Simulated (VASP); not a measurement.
Runs of VASP 6.6.1 on Ga. The structure is that of space group I4/mmm (No. 139), or close to it. The cells are those of the table. 

```csv
task,level,spin,cell,k mesh,cutoff (eV),smearing,dipole correction,tolerance level,purpose,gap on the mesh (eV),pressure (GPa),moment (μB),relaxed volume (Å³/atom)
single point,RPBE+D4,off,"a = 2.961 Å, angles 124.5, 124.5, 82.3°, 1 atom",13 × 13 × 13,520,fermi-dirac 0.05 eV,no,-,-,none,0.2,-,-
relaxation of cell and atoms,PBEsol+D4,off,"relaxed from a = 3.029 Å, angles 125.6, 125.6, 80.5°, 1 atom",13 × 13 × 13,600,fermi-dirac 0.05 eV,no,-,-,none,0.0,-,(b)
single point,"revpbe exchange, lda correlation",collinear,"a = 2.967 Å, angles 125.6, 125.6, 80.5°, 1 atom",13 × 13 × 13,500,gaussian 0.1 eV,no,-,-,none,19.1,0.00,-
single point,"revpbe exchange, lda correlation",collinear,"a = 2.988 Å, angles 125.6, 125.6, 80.5°, 1 atom",13 × 13 × 13,500,gaussian 0.1 eV,no,-,-,none,17.0,0.00,-
single point,revPBE+D3(BJ),off,"a = 2.977 Å, angles 123.5, 123.5, 84.0°, 1 atom",13 × 13 × 13,520,fermi-dirac 0.05 eV,no,-,-,none,0.2,-,-
single point,RPBE+D3(BJ),off,"a = 2.810 Å, angles 124.1, 124.1, 83.0°, 1 atom",13 × 13 × 13,520,fermi-dirac 0.05 eV,no,-,-,none,0.3,-,-
single point,PBE,off,"a = 2.988 Å, angles 125.6, 125.6, 80.5°, 1 atom",13 × 13 × 13,520,fermi-dirac 0.05 eV,no,-,-,none,6.7,-,-
single point,r2SCAN,off,"a = 3.009 Å, angles 125.6, 125.6, 80.5°, 1 atom",13 × 13 × 13,520,fermi-dirac 0.05 eV,no,-,-,none,(c),-,-
single point,PBEsol,"non-collinear, zero start, SOC","a = 3.029 Å, angles 125.6, 125.6, 80.5°, 1 atom",13 × 13 × 13,520,fermi-dirac 0.05 eV,no,-,-,-,(a),0.00,-
relaxation of cell and atoms,RPBE,off,"relaxed from a = 3.088 Å, angles 125.6, 125.6, 80.5°, 1 atom",18 × 18 × 18,750,methfessel-paxton 0.05 eV,-,standard,cell,none,0.0,-,19.62
```

Alike in all rows: potentials or basis VASP PAW PBE potentials, release 64 (Ga_d).

Task: Estimate the missing entries.

Result: (a) -0.1; (b) 16.89; (c) 1.6.

Caveats: the PAW data sets were made with another functional, which shifts forces and pressure a little (at least some runs); the cell stands under pressure (at least some runs).

A k mesh can miss the band edges, and rows without SOC leave out spin-orbit coupling on Ga.

A gap of «none» marks levels without a gap at the run's occupations.
